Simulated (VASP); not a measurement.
Set up this calculation in VASP 6.6.1, as the native input.

```
Task                   : relaxation of cell and atoms
Functional             : PBE
Potentials or basis    : VASP PAW PBE potentials, release 64 (B, N)
Cutoff                 : 600 eV
k mesh                 : 16 × 16 × 16
Occupations            : fermi-dirac, width 0.05 eV
Spin                   : no spin polarisation
Target pressure        : 270 GPa
Dipole correction      : no
Further INCAR settings : ALGO = Normal; EDIFF = 1e-06; IBRION = 2; EDIFFG = -0.005; NSW = 32; ISIF = 3
```

The structure of BN (CsCl type) lies in POSCAR:

```
BN
1.0
    1.9972470186      0.0000000000      0.0000000000
    0.0000000000      1.9972470186      0.0000000000
    0.0000000000      0.0000000000      1.9972470186
B N
1 1
Direct
    0.0000000000      0.0000000000      0.0000000000
    0.5000000000      0.5000000000      0.5000000000
```

These files were run (other wordings do the same):

INCAR

```
SYSTEM = BN
PREC = Accurate ; ENCUT = 600
EDIFF = 1E-6 ; ISMEAR = -1
SIGMA = 0.05 ; LREAL = .FALSE.
LASPH = .TRUE. ; NELM = 60
ALGO = Normal ; ISIF = 3
LWAVE = .FALSE. ; LCHARG = .FALSE.
GGA = PE ; IBRION = 2
NSW = 32 ; EDIFFG = -0.005
PSTRESS = 2700.0
```

KPOINTS

```
Automatic mesh
0
G
  16 16 16
  0 0 0
```

Potentials or basis: VASP PAW PBE potentials, release 64 (B, N).

Launch:

```console
$ cat potpaw_PBE.64/B/POTCAR potpaw_PBE.64/N/POTCAR > POTCAR
$ mpirun -np 1 vasp_std > vasp.out
```

Results of the run:

| Item | Value |
| --- | --- |
| Pressure after relaxing | 270.1 GPa |
| Band gap on the k mesh | zero (band 4 reaches 17.75 eV, above the bottom of band 5 at 12.64 eV) |

Caveat: the relaxation stopped at its first step, so nothing moved; the cell is relaxed towards a set pressure, so the enthalpy falls and the energy may rise.

Wall time 4 s on 1 thread of Intel(R) Xeon(R) Platinum 8488C (Sapphire Rapids), on a shared host, peak memory 0.12 GiB.
